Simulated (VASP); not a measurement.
# C in VASP: further runs

C is run at these levels: r2SCAN, PBEsol; tasks: single point, relaxation of cell and atoms.

Everything below comes from runs of VASP 6.6.1. Logs are shortened: lines on timing, memory, paths and dates and some standing lists are left out, and cuts for length are marked.

## Step 1: The cell of the first run

It takes space group Cmme (No. 67, orthorhombic). The conventional cell has a = 2.456 Å, b = 4.254 Å, c = 7.173 Å, α = 90.00°, β = 90.00°, γ = 90.00°. Within 1.9 Å of C (site symmetry m) lie 3 C at 1.42 Å.

## Step 2: Single point, r2SCAN

File POSCAR:

```
C
1.0
    1.2280479700     -2.1270618200      0.0000000000
    1.2280479700      2.1270618200      0.0000000000
    0.0000000000      0.0000000000      7.1732677600
C
4
Direct
    0.0833794600      0.9166205400      0.7531376000
    0.5833794600      0.4166205400      0.2468624000
    0.9166205400      0.0833794600      0.2468624000
    0.4166205400      0.5833794600      0.7531376000
```

File INCAR.step1:

```
ALGO = Normal
EDIFF = 1E-4
ENCUT = 520
GGA = PE
ISMEAR = 0
LASPH = True
LCHARG = False
LREAL = False
LWAVE = True
NBANDS = 16
NELM = 100
PREC = Accurate
SIGMA = 0.1
```

File INCAR.step2:

```
ALGO = Normal
EDIFF = 1E-7
ENCUT = 520
ISIF = 2
ISMEAR = 0
ISTART = 1
LASPH = True
LCHARG = False
LMIXTAU = True
LREAL = False
LWAVE = False
METAGGA = R2SCAN
NBANDS = 16
NELM = 100
PREC = Accurate
SIGMA = 0.1
```

File KPOINTS:

```
k-points
0
Gamma
  18 18 6
```

Potentials or basis: VASP PAW PBE potentials, release 64 (C).

On the command line:

```bash
$ cat potpaw_PBE.64/C/POTCAR > POTCAR
$ cp INCAR.step1 INCAR
$ mpirun -np 1 vasp_std > vasp.out
$ cp INCAR.step2 INCAR
$ mpirun -np 1 vasp_std > vasp.out
```

OUTCAR:

```text
EDIFF = 1E-7
   ENCUT = 520
   ISIF = 2
   ISMEAR = 0
   ISTART = 1
   LASPH = True
   LREAL = False
   METAGGA = R2SCAN
   NELM = 100
   PREC = Accurate

 ion  position               nearest neighbor table
   1  0.083  0.917  0.753-   4 1.42   4 1.42   4 1.42
   2  0.583  0.417  0.247-   3 1.42   3 1.42   3 1.42
   3  0.917  0.083  0.247-   2 1.42   2 1.42   2 1.42
   4  0.417  0.583  0.753-   1 1.42   1 1.42   1 1.42

  LATTYP: Found a hexagonal cell.
 ALAT       =     2.4561135566
 C/A-ratio  =     2.9205765918

  Lattice vectors:

 A1 = (   1.2280479700,  -2.1270618200,   0.0000000000)
 A2 = (   1.2280479700,   2.1270618200,   0.0000000000)
 A3 = (   0.0000000000,   0.0000000000,   7.1732677600)

Analysis of symmetry for initial positions (statically):
=====================================================================
 Subroutine PRICEL returns:
 Original cell was already a primitive cell.

 Routine SETGRP: Setting up the symmetry group for a
 hexagonal supercell.

 Subroutine GETGRP returns: Found  8 space group operations
 (whereof  4 operations were pure point group operations)
 out of a pool of 24 trial point group operations.

The static configuration has the point symmetry C_2h.
 The point group associated with its full space group is D_2h.

Analysis of symmetry for dynamics (positions and initial velocities):
=====================================================================
 Subroutine PRICEL returns:
 Original cell was already a primitive cell.

 Routine SETGRP: Setting up the symmetry group for a
 hexagonal supercell.

 Subroutine GETGRP returns: Found  8 space group operations
 (whereof  4 operations were pure point group operations)
 out of a pool of 24 trial point group operations.

The dynamic configuration has the point symmetry C_2h.
 The point group associated with its full space group is D_2h.

 Subroutine INISYM returns: Found  8 space group operations
 (whereof  4 operations are pure point group operations),
 and found     1 'primitive' translations

----------------------------------------------------------------------------------------

                                     Primitive cell

  volume of cell :      37.4751

  direct lattice vectors                    reciprocal lattice vectors
     1.228047970 -2.127061820  0.000000000     0.407150219 -0.235066041  0.000000000
     1.228047970  2.127061820  0.000000000     0.407150219  0.235066041  0.000000000
     0.000000000  0.000000000  7.173267760     0.000000000  0.000000000  0.139406479

  length of vectors
     2.456113557  2.456113557  7.173267760     0.470135453  0.470135453  0.139406479

  position of ions in fractional coordinates (direct lattice)
     0.083379460  0.916620540  0.753137600
     0.583379460  0.416620540  0.246862400
     0.916620540  0.083379460  0.246862400
     0.416620540  0.583379460  0.753137600

  ion indices of the primitive-cell ions
   primitive index   ion index
                 1           1
                 2           2
                 3           3
                 4           4

----------------------------------------------------------------------------------------

 KPOINTS: k-points

Automatic generation of k-mesh.
 Grid dimensions read from file:
 generate k-points for:   18   18    6

 Generating k-lattice:

  Cartesian coordinates                     Fractional coordinates (reciprocal lattice)
     0.022619457 -0.013059224  0.000000000     0.055555556  0.000000000  0.000000000
     0.022619457  0.013059224  0.000000000     0.000000000  0.055555556  0.000000000
     0.000000000  0.000000000  0.023234413     0.000000000  0.000000000  0.166666667

  Length of vectors
     0.026118636  0.026118636  0.023234413

  Shift w.r.t. Gamma in fractional coordinates (k-lattice)
     0.000000000  0.000000000  0.000000000

 Subroutine IBZKPT returns following result:
 ===========================================

 Found    364 irreducible k-points:

 Following reciprocal coordinates:
            Coordinates               Weight
  0.000000  0.000000  0.000000      1.000000
  0.055556  0.000000  0.000000      4.000000
 -0.055556  0.055556  0.000000      2.000000
  0.111111  0.000000  0.000000      4.000000
 -0.111111  0.111111  0.000000      2.000000
  0.166667  0.000000  0.000000      4.000000
[... 16 lines left out ...]
 -0.055556  0.166667  0.000000      4.000000
 -0.166667  0.111111  0.000000      4.000000
 [... further k-points ...]
   k-points           NKPTS =    364   k-points in BZ     NKDIM =    364   number of bands    NBANDS=     16
   number of dos      NEDOS =    301   number of ions     NIONS =      4
   total plane-waves  NPLWV =  17496
   dimension x,y,z NGX =    18 NGY =   18 NGZ =   54
   dimension x,y,z NGXF=    36 NGYF=   36 NGZF=  108
   ions per type =               4
   NGX,Y,Z   is equivalent  to a cutoff of  12.18, 12.18, 12.51 a.u.
   NGXF,Y,Z  is equivalent  to a cutoff of  24.37, 24.37, 25.03 a.u.
 SYSTEM =  unknown system
   PREC   = accura    normal or accurate (medium, high low for compatibility)
   ISTART =      1    job   : 0-new  1-cont  2-samecut
   ICHARG =      0    charge: 1-file 2-atom 10-const
   ISPIN  =      1    spin polarized calculation?
   LNONCOLLINEAR =      F non collinear calculations
   LSORBIT =      F    spin-orbit coupling
   LASPH  =      T    aspherical Exc in radial PAW
   ENCUT  =  520.0 eV  38.22 Ry    6.18 a.u.   4.57  4.57 13.34*2*pi/ulx,y,z
   NELM   =    100;   NELMIN=  2; NELMDL=  0     # of ELM steps
   EDIFF  = 0.1E-06   stopping-criterion for ELM
   LREAL  =      F    real-space projection
   EDIFFG = 0.1E-05   stopping-criterion for IOM
   NSW    =      0    number of steps for IOM
   IBRION =     -1    ionic relax: 0-MD 1-quasi-New 2-CG
   NFREE  =      0    steps in history (QN), initial steepest desc. (CG)
   ISIF   =      2    stress and relaxation
   ISYM   =      2    0-nonsym 1-usesym 2-fastsym
   POTIM  = 0.5000    time-step for ionic-motion
   TEBEG  =    0.0;   TEEND  =   0.0 temperature during run
   PSTRESS=    0.0 pullay stress
   NELECT =      16.0000    total number of electrons
   NUPDOWN=      -1.0000    fix difference up-down
   EMIN   =  10.00;   EMAX   =-10.00  energy-range for DOS
   EFERMI =   0.00;   METHOD = LEGACY
   ISMEAR =     0;   SIGMA  =   0.10  broadening in eV -4-tet -1-fermi 0-gaus
   EFERMI_NEDOS =   21; number of points for ismear=-14 and -15
   IALGO  =     38    algorithm
   IMIX   =      4    mixing-type and parameters
     AMIX     =   0.40;   BMIX     =  1.00
     AMIX_MAG =   1.60;   BMIX_MAG =  1.00
  volume/ion in A,a.u.               =       9.37        63.22
  Fermi-wavevector in a.u.,A,eV,Ry     =   1.232728  2.329519 20.675669  1.519619
  Thomas-Fermi vector in A             =   2.367487
   LORBIT       =      0    0 simple, 1 ext, 2 COOP (PROOUT), +10 PAW based schemes
   METAGGA = R2SCAN    functional components
   LHFCALC =     F    Hartree Fock is set to
   AEXX    =    0.0000 exact exchange contribution
   IVDW    =     0    specifies the selected vdW correction
   LEPSILON=     F    determine dielectric tensor
   LRPA    =     F    only Hartree local field effects (RPA)
 non-spin polarized calculation
 Gauss-broadening in eV      SIGMA  =   0.10
  energy-cutoff  :      520.00
  volume of cell :       37.48
 maximum number of plane-waves:      1028
   NGX =  9   NGY =  9   NGZ = 27

 number of electron      15.9999996 magnetization

 Free energy of the ion-electron system (eV)
  ---------------------------------------------------
  ext. energy  EPLUGINS =         0.00000000
  ---------------------------------------------------
  free energy    TOTEN  =       -39.74786993 eV

  energy without entropy =      -39.74748408  energy(sigma->0) =      -39.74767701

 E-fermi :   4.1179     XC(G=0): -10.6641

 val. band max:        4.1053372896   @ k =   0.3333   0.3333   0.5000
 cond. band min:       4.1305595047   @ k =   0.3333   0.3333   0.5000
 fundamental gap:      0.0252222151
 Fermi energy:         4.1178810650

 k-point     1 :       0.0000    0.0000    0.0000
  band No.  band energies     occupation
      1     -16.8092      2.00000
      2     -16.6353      2.00000
      3      -4.6772      2.00000
      4      -3.2549      2.00000
      5       0.8973      2.00000
      6       0.9036      2.00000
[... 8 lines left out ...]
     15      16.5961      0.00000
     16      16.6868      0.00000

 k-point     2 :       0.0556    0.0000    0.0000
  band No.  band energies     occupation
      1     -16.7312      2.00000
      2     -16.5581      2.00000
      3      -4.5829      2.00000
      4      -3.1647      2.00000
      5       0.5795      2.00000
      6       0.5947      2.00000
[... 8 lines left out ...]
     15      16.2944      0.00000
     16      16.4115      0.00000

 k-point     3 :      -0.0556    0.0556    0.0000
  band No.  band energies     occupation
      1     -16.7312      2.00000
      2     -16.5582      2.00000
      3      -4.5830      2.00000
      4      -3.1645      2.00000
      5       0.5732      2.00000
      6       0.5832      2.00000
[... 8 lines left out ...]
     15      16.3205      0.00000
     16      16.3844      0.00000

 k-point     4 :       0.1111    0.0000    0.0000
  band No.  band energies     occupation
      1     -16.4977      2.00000
      2     -16.3270      2.00000
      3      -4.3008      2.00000
      4      -2.8951      2.00000
      5      -0.3089      2.00000
      6      -0.2842      2.00000
[... 8 lines left out ...]
     15      15.4407      0.00000
     16      15.6374      0.00000
[... 324 lines left out ...]
 k-point    22 :       0.1111    0.0556    0.0000
  band No.  band energies     occupation
      1     -16.2647      2.00000
      2     -16.0964      2.00000
      3      -4.0199      2.00000
      4      -2.6277      2.00000
      5      -1.0203      2.00000
      6      -0.9852      2.00000
[... 8 lines left out ...]
     15      14.7591      0.00000
     16      14.9652      0.00000

 k-point    23 :      -0.0556    0.1667    0.0000
  band No.  band energies     occupation
      1     -16.2647      2.00000
      2     -16.0964      2.00000
      3      -4.0204      2.00000
      4      -2.6267      2.00000
      5      -1.0172      2.00000
      6      -0.9990      2.00000
[... 8 lines left out ...]
     15      14.7544      0.00000
     16      14.8647      0.00000

 k-point    24 :      -0.1667    0.1111    0.0000
  band No.  band energies     occupation
      1     -16.2648      2.00000
      2     -16.0964      2.00000
      3      -4.0208      2.00000
      4      -2.6260      2.00000
      5      -1.0208      2.00000
      6      -1.0031      2.00000
[... 8 lines left out ...]
     15      14.7976      0.00000
     16      14.8080      0.00000

 [... further k-points ...]

------------------------ aborting loop because EDIFF is reached ----------------------------------------

  FORCE on cell =-STRESS in cart. coord.  units (eV):
  Direction    XX          YY          ZZ          XY          YZ          ZX
  --------------------------------------------------------------------------------------
  -------------------------------------------------------------------------------------
  Total        0.2339981      0.1882685     -0.0609461      0.0000000      0.0000000      0.0000000
  in kB       10.0041551      8.0490723     -2.6056382      0.0000000      0.0000000      0.0000000
  external PRESSURE =       5.1491964 kB  Pullay stress =       0.0000000 kB

 VOLUME and BASIS-vectors are now :
 -----------------------------------------------------------------------------
  energy-cutoff  :      520.00
  volume of cell :       37.48
      direct lattice vectors                 reciprocal lattice vectors
     1.228047970 -2.127061820  0.000000000     0.407150219 -0.235066041  0.000000000
     1.228047970  2.127061820  0.000000000     0.407150219  0.235066041  0.000000000
     0.000000000  0.000000000  7.173267760     0.000000000  0.000000000  0.139406479

 POSITION                                       TOTAL-FORCE (eV/Angst)
 -----------------------------------------------------------------------------------
      1.22805      1.77236      5.40246         0.000000      0.022334     -0.006751
      1.22805     -0.35471      1.77081         0.000000      0.022334      0.006751
      1.22805     -1.77236      1.77081         0.000000     -0.022334      0.006751
      1.22805      0.35471      5.40246         0.000000     -0.022334     -0.006751
 -----------------------------------------------------------------------------------
    total drift:                                0.000000      0.000000      0.000000

  FREE ENERGIE OF THE ION-ELECTRON SYSTEM (eV)
  ---------------------------------------------------
  free  energy   TOTEN  =       -39.7478699343 eV

  energy  without entropy=      -39.7474840829  energy(sigma->0) =      -39.74767701
```

Wall time 8.7 min (1 thread of AMD EPYC 7R13 (Zen 3), shared host); peak memory 0.24 GiB.

What came out:

* Free energy: -39.7479 eV
* Pressure: 0.5 GPa
* Largest force: 0.023 eV/Å

Forces on the atoms (eV/Å):
```
C    0.000  0.022 -0.007
C    0.000  0.022  0.007
C    0.000 -0.022  0.007
C    0.000 -0.022 -0.007
```

Caveat: the PAW data sets were made with another functional, which shifts forces and pressure a little.

(Part 1 of 2 ends here.)
